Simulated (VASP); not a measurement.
# CdS (R3m) in VASP: settings compared

The runs below take CdS through single point, with r2SCAN, PBE.

All numbers are computed with VASP 6.6.1; they aren't measurements. Logs are shortened: lines on timing, memory, paths and dates and some standing lists are left out, and cuts for length are marked.

**1. The cell of the first run**

It takes space group R3m (No. 160, trigonal). The conventional cell has a = 3.941 Å, b = 3.941 Å, c = 10.663 Å, α = 90.00°, β = 90.00°, γ = 120.00°. Within 3.3 Å of Cd (site symmetry 3m) lie 4 S at 2.50 to 2.51 Å. S (site symmetry 3m) has 4 Cd at 2.50 to 2.51 Å within 3.3 Å.

**2. Single point, r2SCAN (epitaxial 111 strain -5.2%)**

Input file POSCAR:

```
CdS
1.0
    0.1945820858      2.9809577542      2.9809577542
    2.9809577542      0.1945820858      2.9809577542
    2.9809577542      2.9809577542      0.1945820858
Cd S
1 1
Direct
    0.0074250780      0.0074250780      0.0074250780
    0.2425749220      0.2425749220      0.2425749220
```

Input file INCAR.step1:

```
SYSTEM = CdS
ALGO     = Normal         ! electronic algorithm
EDIFF    = 1E-4           ! SCF threshold, eV
ENCUT    = 520            ! plane-wave cutoff, eV
GGA      = PE             ! functional
ISMEAR   = 0              ! smearing method
LASPH    = .TRUE.         ! aspherical terms in the spheres
LCHARG   = .FALSE.        ! write CHGCAR
LREAL    = .FALSE.        ! projectors in reciprocal space
LWAVE    = .TRUE.         ! write WAVECAR
NBANDS   = 16             ! bands
NELM     = 100            ! most SCF steps
PREC     = Accurate       ! precision mode
SIGMA    = 0.01           ! smearing width, eV
```

Input file INCAR.step2:

```
SYSTEM = CdS
ALGO     = Normal         ! electronic algorithm
EDIFF    = 1E-6           ! SCF threshold, eV
ENCUT    = 520            ! plane-wave cutoff, eV
ISIF     = 2              ! what is computed and relaxed
ISMEAR   = 0              ! smearing method
ISTART   = 1            
LASPH    = .TRUE.         ! aspherical terms in the spheres
LCHARG   = .TRUE.         ! write CHGCAR
LELF     = .TRUE.         ! ELF
LMIXTAU  = .TRUE.       
LREAL    = .FALSE.        ! projectors in reciprocal space
LVHAR    = .TRUE.       
LWAVE    = .FALSE.        ! write WAVECAR
METAGGA  = R2SCAN         ! meta-GGA
NBANDS   = 16             ! bands
NELM     = 100            ! most SCF steps
PREC     = Accurate       ! precision mode
SIGMA    = 0.01           ! smearing width, eV
```

Input file KPOINTS:

```
k-points
0
G
  8 8 8
  0 0 0
```

Potentials or basis: VASP PAW PBE potentials, release 64 (Cd, S).

Run with:

```bash
> cat potpaw_PBE.64/Cd/POTCAR potpaw_PBE.64/S/POTCAR > POTCAR
> cp INCAR.step1 INCAR
> mpirun -np 1 vasp_std > vasp.out
> cp INCAR.step2 INCAR
> mpirun -np 1 vasp_std > vasp.out
```

OUTCAR:

```text
SYSTEM = CdS
   EDIFF = 1E-6
   ENCUT = 520
   ISIF = 2
   ISMEAR = 0
   ISTART = 1
   LASPH = .TRUE.
   LREAL = .FALSE.
   METAGGA = R2SCAN
   NELM = 100
   PREC = Accurate

 ion  position               nearest neighbor table
   1  0.007  0.007  0.007-   2 2.50   2 2.50   2 2.50   2 2.51
   2  0.243  0.243  0.243-   1 2.50   1 2.50   1 2.50   1 2.51

  LATTYP: Found a trigonal (rhomboedric) cell.
 ALAT       =     4.2201991011
 COS(alpha) =     0.5640733131

  Lattice vectors:

 A1 = (   0.1945820858,   2.9809577542,   2.9809577542)
 A2 = (   2.9809577542,   0.1945820858,   2.9809577542)
 A3 = (   2.9809577542,   2.9809577542,   0.1945820858)

Analysis of symmetry for initial positions (statically):
=====================================================================
 Subroutine PRICEL returns:
 Original cell was already a primitive cell.

 Routine SETGRP: Setting up the symmetry group for a
 trigonal (rhombohedral) supercell.

 Subroutine GETGRP returns: Found  6 space group operations
 (whereof  6 operations were pure point group operations)
 out of a pool of 12 trial point group operations.

The static configuration has the point symmetry C_3v.

Analysis of symmetry for dynamics (positions and initial velocities):
=====================================================================
 Subroutine PRICEL returns:
 Original cell was already a primitive cell.

 Routine SETGRP: Setting up the symmetry group for a
 trigonal (rhombohedral) supercell.

 Subroutine GETGRP returns: Found  6 space group operations
 (whereof  6 operations were pure point group operations)
 out of a pool of 12 trial point group operations.

The dynamic configuration has the point symmetry C_3v.

 Subroutine INISYM returns: Found  6 space group operations
 (whereof  6 operations are pure point group operations),
 and found     1 'primitive' translations

----------------------------------------------------------------------------------------

                                     Primitive cell

  volume of cell :      47.7984

  direct lattice vectors                    reciprocal lattice vectors
     0.194582086  2.980957754  2.980957754    -0.185116096  0.173773056  0.173773056
     2.980957754  0.194582086  2.980957754     0.173773056 -0.185116096  0.173773056
     2.980957754  2.980957754  0.194582086     0.173773056  0.173773056 -0.185116096

  length of vectors
     4.220199101  4.220199101  4.220199101     0.307672096  0.307672096  0.307672096

  position of ions in fractional coordinates (direct lattice)
     0.007425078  0.007425078  0.007425078
     0.242574922  0.242574922  0.242574922

  ion indices of the primitive-cell ions
   primitive index   ion index
                 1           1
                 2           2

----------------------------------------------------------------------------------------

 KPOINTS: k-points

Automatic generation of k-mesh.
 Grid dimensions read from file:
 generate k-points for:    8    8    8

 Generating k-lattice:

  Cartesian coordinates                     Fractional coordinates (reciprocal lattice)
    -0.023139512  0.021721632  0.021721632     0.125000000  0.000000000  0.000000000
     0.021721632 -0.023139512  0.021721632     0.000000000  0.125000000  0.000000000
     0.021721632  0.021721632 -0.023139512     0.000000000  0.000000000  0.125000000

  Length of vectors
     0.038459012  0.038459012  0.038459012

  Shift w.r.t. Gamma in fractional coordinates (k-lattice)
     0.000000000  0.000000000  0.000000000

 Subroutine IBZKPT returns following result:
 ===========================================

 Found     65 irreducible k-points:

 Following reciprocal coordinates:
            Coordinates               Weight
  0.000000  0.000000  0.000000      1.000000
  0.125000  0.000000  0.000000      6.000000
  0.250000  0.000000  0.000000      6.000000
  0.375000  0.000000  0.000000      6.000000
  0.500000  0.000000  0.000000      3.000000
  0.125000  0.125000  0.000000      6.000000
[... 16 lines left out ...]
  0.250000  0.125000  0.125000      6.000000
  0.375000  0.125000  0.125000      6.000000
 [... further k-points ...]
   k-points           NKPTS =     65   k-points in BZ     NKDIM =     65   number of bands    NBANDS=     16
   number of dos      NEDOS =    301   number of ions     NIONS =      2
   total plane-waves  NPLWV =  32768
   dimension x,y,z NGX =    32 NGY =   32 NGZ =   32
   dimension x,y,z NGXF=    64 NGYF=   64 NGZF=   64
   ions per type =               1   1
   NGX,Y,Z   is equivalent  to a cutoff of  12.61, 12.61, 12.61 a.u.
   NGXF,Y,Z  is equivalent  to a cutoff of  25.21, 25.21, 25.21 a.u.
 SYSTEM =  CdS
   PREC   = accura    normal or accurate (medium, high low for compatibility)
   ISTART =      1    job   : 0-new  1-cont  2-samecut
   ICHARG =      0    charge: 1-file 2-atom 10-const
   ISPIN  =      1    spin polarized calculation?
   LNONCOLLINEAR =      F non collinear calculations
   LSORBIT =      F    spin-orbit coupling
   LASPH  =      T    aspherical Exc in radial PAW
   ENCUT  =  520.0 eV  38.22 Ry    6.18 a.u.   7.85  7.85  7.85*2*pi/ulx,y,z
   NELM   =    100;   NELMIN=  2; NELMDL=  0     # of ELM steps
   EDIFF  = 0.1E-05   stopping-criterion for ELM
   LREAL  =      F    real-space projection
   EDIFFG = 0.1E-04   stopping-criterion for IOM
   NSW    =      0    number of steps for IOM
   IBRION =     -1    ionic relax: 0-MD 1-quasi-New 2-CG
   NFREE  =      0    steps in history (QN), initial steepest desc. (CG)
   ISIF   =      2    stress and relaxation
   ISYM   =      2    0-nonsym 1-usesym 2-fastsym
   POTIM  = 0.5000    time-step for ionic-motion
   TEBEG  =    0.0;   TEEND  =   0.0 temperature during run
   PSTRESS=    0.0 pullay stress
   NELECT =      18.0000    total number of electrons
   NUPDOWN=      -1.0000    fix difference up-down
   EMIN   =  10.00;   EMAX   =-10.00  energy-range for DOS
   EFERMI =   0.00;   METHOD = LEGACY
   ISMEAR =     0;   SIGMA  =   0.01  broadening in eV -4-tet -1-fermi 0-gaus
   EFERMI_NEDOS =   21; number of points for ismear=-14 and -15
   IALGO  =     38    algorithm
   IMIX   =      4    mixing-type and parameters
     AMIX     =   0.40;   BMIX     =  1.00
     AMIX_MAG =   1.60;   BMIX_MAG =  1.00
  volume/ion in A,a.u.               =      23.90       161.28
  Fermi-wavevector in a.u.,A,eV,Ry     =   1.182210  2.234053 19.015783  1.397621
  Thomas-Fermi vector in A             =   2.318469
   LORBIT       =      0    0 simple, 1 ext, 2 COOP (PROOUT), +10 PAW based schemes
   METAGGA = R2SCAN    functional components
   LHFCALC =     F    Hartree Fock is set to
   AEXX    =    0.0000 exact exchange contribution
   IVDW    =     0    specifies the selected vdW correction
   LEPSILON=     F    determine dielectric tensor
   LRPA    =     F    only Hartree local field effects (RPA)
 non-spin polarized calculation
 Gauss-broadening in eV      SIGMA  =   0.01
  energy-cutoff  :      520.00
  volume of cell :       47.80
 maximum number of plane-waves:      1310
   NGX = 15   NGY = 15   NGZ = 15

 number of electron      17.9999996 magnetization

 Free energy of the ion-electron system (eV)
  ---------------------------------------------------
  ext. energy  EPLUGINS =         0.00000000
  ---------------------------------------------------
  free energy    TOTEN  =       -29.59349042 eV

  energy without entropy =      -29.59349042  energy(sigma->0) =      -29.59349042

 E-fermi :   1.6432     XC(G=0):  -9.9314

 val. band max:        1.5348009867   @ k =   0.0000   0.0000   0.0000
 cond. band min:       2.8879849133   @ k =   0.0000   0.0000   0.0000
 fundamental gap:      1.3531839266
 Fermi energy:         1.6431504683

 k-point     1 :       0.0000    0.0000    0.0000
  band No.  band energies     occupation
      1     -11.7005      2.00000
      2      -6.7770      2.00000
      3      -6.6891      2.00000
      4      -6.6891      2.00000
      5      -6.1803      2.00000
      6      -6.1803      2.00000
[... 8 lines left out ...]
     15      13.4498      0.00000
     16      13.5130      0.00000

 k-point     2 :       0.1250    0.0000    0.0000
  band No.  band energies     occupation
      1     -11.6272      2.00000
      2      -6.7554      2.00000
      3      -6.6660      2.00000
      4      -6.6254      2.00000
      5      -6.1853      2.00000
      6      -6.1784      2.00000
[... 8 lines left out ...]
     15      12.9240      0.00000
     16      13.9837      0.00000

 k-point     3 :       0.2500    0.0000    0.0000
  band No.  band energies     occupation
      1     -11.4492      2.00000
      2      -6.6936      2.00000
      3      -6.6196      2.00000
      4      -6.4165      2.00000
      5      -6.1855      2.00000
      6      -6.1614      2.00000
[... 8 lines left out ...]
     15      13.0012      0.00000
     16      13.1439      0.00000

 k-point     4 :       0.3750    0.0000    0.0000
  band No.  band energies     occupation
      1     -11.2715      2.00000
      2      -6.6347      2.00000
      3      -6.5899      2.00000
      4      -6.1936      2.00000
      5      -6.1233      2.00000
      6      -6.0006      2.00000
[... 8 lines left out ...]
     15      13.0649      0.00000
     16      14.2788      0.00000
[... 324 lines left out ...]
 k-point    22 :       0.1250    0.1250    0.1250
  band No.  band energies     occupation
      1     -11.6404      2.00000
      2      -6.7202      2.00000
      3      -6.6679      2.00000
      4      -6.6679      2.00000
      5      -6.1803      2.00000
      6      -6.1803      2.00000
[... 8 lines left out ...]
     15      13.0232      0.00000
     16      14.2606      0.00000

 k-point    23 :       0.2500    0.1250    0.1250
  band No.  band energies     occupation
      1     -11.5386      2.00000
      2      -6.6684      2.00000
      3      -6.6420      2.00000
      4      -6.5708      2.00000
      5      -6.1898      2.00000
      6      -6.1702      2.00000
[... 8 lines left out ...]
     15      12.7575      0.00000
     16      14.8871      0.00000

 k-point    24 :       0.3750    0.1250    0.1250
  band No.  band energies     occupation
      1     -11.3616      2.00000
      2      -6.6176      2.00000
      3      -6.5923      2.00000
      4      -6.3002      2.00000
      5      -6.1757      2.00000
      6      -6.1538      2.00000
[... 8 lines left out ...]
     15      13.0178      0.00000
     16      14.0077      0.00000

 [... further k-points ...]
[... 5 lines left out ...]
  --------------------------------------------------------------------------------------
  -------------------------------------------------------------------------------------
  Total        1.1815658      1.1815658      1.1815658     -0.5326466     -0.5326466     -0.5326466
  in kB       39.6054943     39.6054943     39.6054943    -17.8540488    -17.8540488    -17.8540488
  external PRESSURE =      39.6054943 kB  Pullay stress =       0.0000000 kB

 VOLUME and BASIS-vectors are now :
 -----------------------------------------------------------------------------
  energy-cutoff  :      520.00
  volume of cell :       47.80
      direct lattice vectors                 reciprocal lattice vectors
     0.194582086  2.980957754  2.980957754    -0.185116096  0.173773056  0.173773056
     2.980957754  0.194582086  2.980957754     0.173773056 -0.185116096  0.173773056
     2.980957754  2.980957754  0.194582086     0.173773056  0.173773056 -0.185116096

 POSITION                                       TOTAL-FORCE (eV/Angst)
 -----------------------------------------------------------------------------------
      0.04571      0.04571      0.04571         0.008723      0.008723      0.008723
      1.49341      1.49341      1.49341        -0.008723     -0.008723     -0.008723
 -----------------------------------------------------------------------------------
    total drift:                               -0.000578     -0.000578     -0.000578

  FREE ENERGIE OF THE ION-ELECTRON SYSTEM (eV)
  ---------------------------------------------------
  free  energy   TOTEN  =       -29.5934904203 eV

  energy  without entropy=      -29.5934904203  energy(sigma->0) =      -29.59349042
```

It took 2 min on 1 thread of Intel Xeon Platinum 8259CL at 2.50GHz (Skylake/Cascade Lake), shared host; peak memory 0.21 GiB.

Results:

| Quantity | Value |
| --- | --- |
| Free energy | -29.5935 eV |
| Pressure | 4.0 GPa |
| Largest force | 0.015 eV/Å |
| Band gap on the k mesh | 1.35 eV, direct |

Forces in eV/Å, atoms in the order of the input:
```
Cd   0.009  0.009  0.009
S   -0.009 -0.009 -0.009
```

Stress tensor (GPa, compression positive):
```
 3.96 -1.79 -1.79
-1.79  3.96 -1.79
-1.79 -1.79  3.96
```

Caveat: the cell differs from its parent crystal (epitaxial 111 strain -5.2%); the PAW data sets were made with another functional, which shifts forces and pressure a little.

**3. Single point, PBE (epitaxial 111 strain -5.2%)**

Input file INCAR:

```
PREC = Accurate ; ENCUT = 520
EDIFF = 1E-6 ; ISMEAR = -1
SIGMA = 0.02 ; LREAL = F
LASPH = T ; NELM = 80
ALGO = Normal ; ISIF = 2
LWAVE = F ; LCHARG = F
GGA = PE ; NBANDS = 16
```

Input file KPOINTS:

```
Automatic mesh
0
Gamma
  8 8 8
```

POSCAR is that of step 2.

Potentials or basis: VASP PAW PBE potentials, release 64 (Cd, S).

Run with:

```bash
> cat potpaw_PBE.64/Cd/POTCAR potpaw_PBE.64/S/POTCAR > POTCAR
> mpirun -np 1 vasp_std > vasp.out
```

It took 45 s on 1 thread of Intel Xeon 8259CL, shared host; peak memory 0.2 GiB.

It converged, with:

```yaml
Free_energy: -6.0226 eV
Pressure: 5.4 GPa
Largest_force: 0.013 eV/Å
Band_gap_on_the_k_mesh: 0.92 eV, direct
```

Forces on the atoms (eV/Å):
```
Cd   0.007  0.007  0.007
S   -0.007 -0.007 -0.007
```

Stress tensor (GPa, compression positive):
```
 5.35 -1.71 -1.71
-1.71  5.35 -1.71
-1.71 -1.71  5.35
```

Levels at points of the mesh, in eV from the valence-band top:
```
           k point  band 5  band 6  band 7  band 8  band 9  band 10  band 11  band 12  band 13  band 14
(0.00, 0.00, 0.00)   -7.50   -7.50   -0.52    0.00    0.00     0.92     5.83     6.88     6.88    11.38
(0.50, 0.00, 0.00)   -7.42   -7.04   -4.63   -1.28   -0.74     2.67     6.66     6.71     7.48    11.06
(0.50, 0.50, 0.00)   -7.40   -7.05   -4.22   -2.37   -1.83     3.02     4.50     8.90    10.68    11.11
(0.50, 0.50, 0.50)   -7.47   -7.26   -5.07   -0.70   -0.70     3.58     6.94     7.48     7.48    11.43
```

Caveat: the cell differs from its parent crystal (epitaxial 111 strain -5.2%).
